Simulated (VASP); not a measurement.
# AlN (Fm-3m) in VASP: notebook

AlN is run at these levels: PBE; tasks: single point.

Everything below comes from runs of VASP 6.6.1. Logs are shortened: lines on timing, memory, paths and dates and some standing lists are left out, and cuts for length are marked.

## 1. The cell of the first run

It takes space group Fm-3m (No. 225, cubic). Conventional cell: a = 4.069 Å, b = 4.069 Å, c = 4.069 Å, α = 90.00°, β = 90.00°, γ = 90.00°. Within 2.7 Å of Al (site symmetry m-3m) lie 6 N at 2.03 Å. Within 2.7 Å of N (site symmetry m-3m) lie 6 Al at 2.03 Å.

## 2. Single point, PBE

Contents of INCAR:

```
PREC = Accurate
ENCUT = 520
EDIFF = 1E-7
ISMEAR = 0
SIGMA = 0.016
LREAL = False
LASPH = True
NELM = 80
ALGO = Normal
ISIF = 2
LWAVE = False
LCHARG = False
GGA = PE
NBANDS = 11
```

Contents of KPOINTS:

```
Automatic mesh
0
Gamma
  11 11 11
```

Contents of POSCAR:

```
AlN
1.0
    0.0000000000      2.0345180000      2.0345180000
    2.0345180000      0.0000000000      2.0345180000
    2.0345180000      2.0345180000      0.0000000000
Al N
1 1
Direct
    0.5000000000      0.5000000000      0.5000000000
    0.0000000000      0.0000000000      0.0000000000
```

Potentials or basis: VASP PAW PBE potentials, release 64 (Al, N).

Launch:

```sh
> cat potpaw_PBE.64/Al/POTCAR potpaw_PBE.64/N/POTCAR > POTCAR
> mpirun -np 1 vasp_std > vasp.out
```

OUTCAR:

```text
PREC = Accurate
   ENCUT = 520
   EDIFF = 1E-7
   ISMEAR = 0
   LREAL = False
   LASPH = True
   NELM = 80
   ISIF = 2
   GGA = PE

 ion  position               nearest neighbor table
   1  0.500  0.500  0.500-   2 2.03   2 2.03   2 2.03   2 2.03   2 2.03   2 2.03
   2  0.000  0.000  0.000-   1 2.03   1 2.03   1 2.03   1 2.03   1 2.03   1 2.03

  LATTYP: Found a face centered cubic cell.
 ALAT       =     4.0690360000

  Lattice vectors:

 A1 = (   0.0000000000,   2.0345180000,   2.0345180000)
 A2 = (   2.0345180000,   0.0000000000,   2.0345180000)
 A3 = (   2.0345180000,   2.0345180000,   0.0000000000)

Analysis of symmetry for initial positions (statically):
=====================================================================
 Subroutine PRICEL returns:
 Original cell was already a primitive cell.

 Routine SETGRP: Setting up the symmetry group for a
 face centered cubic supercell.

 Subroutine GETGRP returns: Found 48 space group operations
 (whereof 48 operations were pure point group operations)
 out of a pool of 48 trial point group operations.

The static configuration has the point symmetry O_h .

Analysis of symmetry for dynamics (positions and initial velocities):
=====================================================================
 Subroutine PRICEL returns:
 Original cell was already a primitive cell.

 Routine SETGRP: Setting up the symmetry group for a
 face centered cubic supercell.

 Subroutine GETGRP returns: Found 48 space group operations
 (whereof 48 operations were pure point group operations)
 out of a pool of 48 trial point group operations.

The dynamic configuration has the point symmetry O_h .

 Subroutine INISYM returns: Found 48 space group operations
 (whereof 48 operations are pure point group operations),
 and found     1 'primitive' translations

----------------------------------------------------------------------------------------

                                     Primitive cell

  volume of cell :      16.8428

  direct lattice vectors                    reciprocal lattice vectors
     0.000000000  2.034518000  2.034518000    -0.245758455  0.245758455  0.245758455
     2.034518000  0.000000000  2.034518000     0.245758455 -0.245758455  0.245758455
     2.034518000  2.034518000  0.000000000     0.245758455  0.245758455 -0.245758455

  length of vectors
     2.877242948  2.877242948  2.877242948     0.425666130  0.425666130  0.425666130

  position of ions in fractional coordinates (direct lattice)
     0.500000000  0.500000000  0.500000000
     0.000000000  0.000000000  0.000000000

  ion indices of the primitive-cell ions
   primitive index   ion index
                 1           1
                 2           2

----------------------------------------------------------------------------------------

 KPOINTS: Automatic mesh

Automatic generation of k-mesh.
 Grid dimensions read from file:
 generate k-points for:   11   11   11

 Generating k-lattice:

  Cartesian coordinates                     Fractional coordinates (reciprocal lattice)
    -0.022341678  0.022341678  0.022341678     0.090909091  0.000000000  0.000000000
     0.022341678 -0.022341678  0.022341678     0.000000000  0.090909091  0.000000000
     0.022341678  0.022341678 -0.022341678     0.000000000  0.000000000  0.090909091

  Length of vectors
     0.038696921  0.038696921  0.038696921

  Shift w.r.t. Gamma in fractional coordinates (k-lattice)
     0.000000000  0.000000000  0.000000000

 Subroutine IBZKPT returns following result:
 ===========================================

 Found     56 irreducible k-points:

 Following reciprocal coordinates:
            Coordinates               Weight
  0.000000  0.000000  0.000000      1.000000
  0.090909  0.000000  0.000000      8.000000
  0.181818  0.000000  0.000000      8.000000
  0.272727  0.000000  0.000000      8.000000
  0.363636  0.000000  0.000000      8.000000
  0.454545  0.000000  0.000000      8.000000
[... 16 lines left out ...]
 -0.272727  0.181818  0.000000     24.000000
 -0.181818  0.181818  0.000000     12.000000
 [... further k-points ...]
   k-points           NKPTS =     56   k-points in BZ     NKDIM =     56   number of bands    NBANDS=     11
   number of dos      NEDOS =    301   number of ions     NIONS =      2
   total plane-waves  NPLWV =  13824
   dimension x,y,z NGX =    24 NGY =   24 NGZ =   24
   dimension x,y,z NGXF=    48 NGYF=   48 NGZF=   48
   ions per type =               1   1
   NGX,Y,Z   is equivalent  to a cutoff of  13.87, 13.87, 13.87 a.u.
   NGXF,Y,Z  is equivalent  to a cutoff of  27.73, 27.73, 27.73 a.u.
 SYSTEM =  unknown system
   PREC   = accura    normal or accurate (medium, high low for compatibility)
   ISTART =      0    job   : 0-new  1-cont  2-samecut
   ICHARG =      2    charge: 1-file 2-atom 10-const
   ISPIN  =      1    spin polarized calculation?
   LNONCOLLINEAR =      F non collinear calculations
   LSORBIT =      F    spin-orbit coupling
   LASPH  =      T    aspherical Exc in radial PAW
   ENCUT  =  520.0 eV  38.22 Ry    6.18 a.u.   5.35  5.35  5.35*2*pi/ulx,y,z
   NELM   =     80;   NELMIN=  2; NELMDL= -5     # of ELM steps
   EDIFF  = 0.1E-06   stopping-criterion for ELM
   LREAL  =      F    real-space projection
   EDIFFG = 0.1E-05   stopping-criterion for IOM
   NSW    =      0    number of steps for IOM
   IBRION =     -1    ionic relax: 0-MD 1-quasi-New 2-CG
   NFREE  =      0    steps in history (QN), initial steepest desc. (CG)
   ISIF   =      2    stress and relaxation
   ISYM   =      2    0-nonsym 1-usesym 2-fastsym
   POTIM  = 0.5000    time-step for ionic-motion
   TEBEG  =    0.0;   TEEND  =   0.0 temperature during run
   PSTRESS=    0.0 pullay stress
   NELECT =       8.0000    total number of electrons
   NUPDOWN=      -1.0000    fix difference up-down
   EMIN   =  10.00;   EMAX   =-10.00  energy-range for DOS
   EFERMI =   0.00;   METHOD = LEGACY
   ISMEAR =     0;   SIGMA  =   0.02  broadening in eV -4-tet -1-fermi 0-gaus
   EFERMI_NEDOS =   21; number of points for ismear=-14 and -15
   IALGO  =     38    algorithm
   IMIX   =      4    mixing-type and parameters
     AMIX     =   0.40;   BMIX     =  1.00
     AMIX_MAG =   1.60;   BMIX_MAG =  1.00
  volume/ion in A,a.u.               =       8.42        56.83
  Fermi-wavevector in a.u.,A,eV,Ry     =   1.277321  2.413786 22.198561  1.631548
  Thomas-Fermi vector in A             =   2.409927
   LORBIT       =      0    0 simple, 1 ext, 2 COOP (PROOUT), +10 PAW based schemes
   GGA     = PE    functional components
   LHFCALC =     F    Hartree Fock is set to
   AEXX    =    0.0000 exact exchange contribution
   IVDW    =     0    specifies the selected vdW correction
   LEPSILON=     F    determine dielectric tensor
   LRPA    =     F    only Hartree local field effects (RPA)
 non-spin polarized calculation
 Gauss-broadening in eV      SIGMA  =   0.02
  energy-cutoff  :      520.00
  volume of cell :       16.84
 maximum number of plane-waves:       465
 NGX is ok and might be reduce to    24
   NGX = 11   NGY = 11   NGZ = 11

 number of electron       7.9999999 magnetization

 Free energy of the ion-electron system (eV)
  ---------------------------------------------------
  ext. energy  EPLUGINS =         0.00000000
  ---------------------------------------------------
  free energy    TOTEN  =       -14.54593287 eV

  energy without entropy =      -14.54593287  energy(sigma->0) =      -14.54593287

 E-fermi :   9.9140     XC(G=0): -12.1964

 val. band max:        9.7177468753   @ k =   0.0000   0.0000   0.0000
 cond. band min:      14.2711248246   @ k =   0.4545   0.4545   0.0000
 fundamental gap:      4.5533779493
 Fermi energy:         9.9139573332

 k-point     1 :       0.0000    0.0000    0.0000
  band No.  band energies     occupation
      1      -7.6628      2.00000
      2       9.7177      2.00000
      3       9.7177      2.00000
      4       9.7177      2.00000
      5      15.1241      0.00000
      6      21.8233      0.00000
      7      21.8233      0.00000
      8      21.8233      0.00000
      9      26.9129      0.00000
     10      27.3673      0.00000
     11      27.3673      0.00000

 k-point     2 :       0.0909    0.0000    0.0000
  band No.  band energies     occupation
      1      -7.4962      2.00000
      2       8.8585      2.00000
      3       9.6193      2.00000
      4       9.6193      2.00000
      5      15.6754      0.00000
      6      21.0277      0.00000
      7      22.0689      0.00000
      8      22.0689      0.00000
      9      25.8819      0.00000
     10      25.8819      0.00000
     11      27.7309      0.00000

 k-point     3 :       0.1818    0.0000    0.0000
  band No.  band energies     occupation
      1      -7.0087      2.00000
      2       6.9970      2.00000
      3       9.3716      2.00000
      4       9.3716      2.00000
      5      16.4027      0.00000
      6      20.3509      0.00000
      7      22.3044      0.00000
      8      22.3044      0.00000
      9      25.1072      0.00000
     10      25.1072      0.00000
     11      27.1773      0.00000

 k-point     4 :       0.2727    0.0000    0.0000
  band No.  band energies     occupation
      1      -6.2472      2.00000
      2       4.8987      2.00000
      3       9.0773      2.00000
      4       9.0773      2.00000
      5      16.3543      0.00000
      6      20.9228      0.00000
      7      21.7086      0.00000
      8      21.7086      0.00000
      9      26.1470      0.00000
     10      26.1470      0.00000
     11      26.4194      0.00000

 k-point     5 :       0.3636    0.0000    0.0000
  band No.  band energies     occupation
      1      -5.3348      2.00000
      2       2.9867      2.00000
      3       8.8311      2.00000
      4       8.8311      2.00000
      5      15.9913      0.00000
      6      21.0054      0.00000
      7      21.0054      0.00000
      8      21.9735      0.00000
      9      25.8500      0.00000
     10      28.0718      0.00000
     11      28.0718      0.00000
[... 211 lines left out ...]
 k-point    21 :      -0.4545    0.1818    0.0000
  band No.  band energies     occupation
      1      -4.1340      2.00000
      2       2.1711      2.00000
      3       6.5969      2.00000
      4       8.1673      2.00000
      5      16.9446      0.00000
      6      19.0154      0.00000
      7      21.9420      0.00000
      8      22.1062      0.00000
      9      27.1214      0.00000
     10      29.9376      0.00000
     11      30.3750      0.00000

 k-point    22 :      -0.3636    0.1818    0.0000
  band No.  band energies     occupation
      1      -4.4007      2.00000
      2       2.5998      2.00000
      3       6.3971      2.00000
      4       8.4490      2.00000
      5      17.3702      0.00000
      6      19.1550      0.00000
      7      21.6988      0.00000
      8      21.8383      0.00000
      9      28.0994      0.00000
     10      28.2397      0.00000
     11      29.8218      0.00000

 k-point    23 :      -0.2727    0.1818    0.0000
  band No.  band energies     occupation
      1      -5.1757      2.00000
      2       3.8837      2.00000
      3       6.5548      2.00000
      4       8.8275      2.00000
      5      17.9138      0.00000
      6      19.6490      0.00000
      7      20.6394      0.00000
      8      21.8057      0.00000
      9      25.8273      0.00000
     10      28.9305      0.00000
     11      29.8321      0.00000

 k-point    24 :      -0.1818    0.1818    0.0000
  band No.  band energies     occupation
      1      -6.0006      2.00000
      2       5.2644      2.00000
      3       7.2706      2.00000
      4       9.1941      2.00000
      5      17.9719      0.00000
      6      19.5542      0.00000
      7      20.7381      0.00000
      8      22.2128      0.00000
      9      24.1661      0.00000
     10      28.1861      0.00000
     11      29.6157      0.00000

 [... further k-points ...]
[... 5 lines left out ...]
  --------------------------------------------------------------------------------------
  -------------------------------------------------------------------------------------
  Total        0.0010638      0.0010638      0.0010638      0.0000000      0.0000000     -0.0000000
  in kB        0.1011926      0.1011926      0.1011926      0.0000000      0.0000000     -0.0000000
  external PRESSURE =       0.1011926 kB  Pullay stress =       0.0000000 kB

 VOLUME and BASIS-vectors are now :
 -----------------------------------------------------------------------------
  energy-cutoff  :      520.00
  volume of cell :       16.84
      direct lattice vectors                 reciprocal lattice vectors
     0.000000000  2.034518000  2.034518000    -0.245758455  0.245758455  0.245758455
     2.034518000  0.000000000  2.034518000     0.245758455 -0.245758455  0.245758455
     2.034518000  2.034518000  0.000000000     0.245758455  0.245758455 -0.245758455

 POSITION                                       TOTAL-FORCE (eV/Angst)
 -----------------------------------------------------------------------------------
      2.03452      2.03452      2.03452        -0.000000      0.000000      0.000000
      0.00000      0.00000      0.00000         0.000000      0.000000     -0.000000
 -----------------------------------------------------------------------------------
    total drift:                                0.000000     -0.000000     -0.000000

  FREE ENERGIE OF THE ION-ELECTRON SYSTEM (eV)
  ---------------------------------------------------
  free  energy   TOTEN  =       -14.5459328724 eV

  energy  without entropy=      -14.5459328724  energy(sigma->0) =      -14.54593287
```

It took 9.7 s on 1 thread of Intel Xeon 8259CL, shared host; peak memory 0.14 GiB.

Results:

```
Free energy            : -14.5459 eV
Pressure               : 0.0 GPa
Band gap on the k mesh : 4.55 eV, indirect (least direct gap 5.41 eV)
```

A k mesh can miss the band edges. A hybrid or GW would open this gap; PBE tends to underestimate it.

(Continued in part 2 of 2.)
